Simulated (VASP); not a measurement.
Wanted: the native input for a VASP 6.6.1 run.

| Item | Value |
| --- | --- |
| Task | single point |
| Functional | PBEsol |
| Potentials or basis | VASP PAW PBE potentials, release 64 (Al, Cu) |
| Cutoff | 520 eV |
| k mesh | 10 × 10 × 10 |
| Occupations | gaussian, width 0.15 eV |
| Spin | no spin polarisation |
| Dipole correction | no |
| Further INCAR settings | ALGO = Fast; EDIFF = 1e-06; NBANDS = 26 |

The structure of Al2Cu lies in POSCAR:

```
Al2Cu
1.0
   -2.8766500000      2.8766500000      2.2931000000
    2.8766500000     -2.8766500000      2.2931000000
    2.8766500000      2.8766500000     -2.2931000000
Al Cu
4 2
Direct
    0.1593210787      0.6593210787      0.8186421574
    0.6593210787      0.8406789213      0.5000000000
    0.8406789213      0.3406789213      0.1813578426
    0.3406789213      0.1593210787      0.5000000000
    0.7500000000      0.7500000000      0.0000000000
    0.2500000000      0.2500000000      0.0000000000
```

The input as run:

INCAR

```
SYSTEM = Al2Cu
  PREC = Accurate
  ENCUT = 520
  EDIFF = 1E-6
  ISMEAR = 0
  SIGMA = 0.15
  LREAL = .False.
  LASPH = .True.
  NELM = 60
  ALGO = Fast
  ISIF = 2
  LWAVE = .False.
  LCHARG = .True.
  GGA = PS
  LELF = .True.
  LVHAR = .True.
  NBANDS = 26
```

KPOINTS

```
regular mesh
0
Gamma
  10 10 10
  0 0 0
```

Potentials or basis: VASP PAW PBE potentials, release 64 (Al, Cu).

Command:

```console
$ cat potpaw_PBE.64/Al/POTCAR potpaw_PBE.64/Cu/POTCAR > POTCAR
$ mpirun -np 1 vasp_std > vasp.out
```

It gave:

The pressure is 19.9 GPa. The largest force is 0.176 eV/Å. The band gap on the k mesh is zero (band 17 reaches 12.73 eV, above the bottom of band 18 at 7.79 eV).

Caveat: the PAW data sets were made with another functional, which shifts forces and pressure a little.

Wall time 100 s on 1 thread of Intel(R) Xeon(R) 6975P-C (Granite Rapids), with other jobs on the host, peak memory 0.32 GiB.
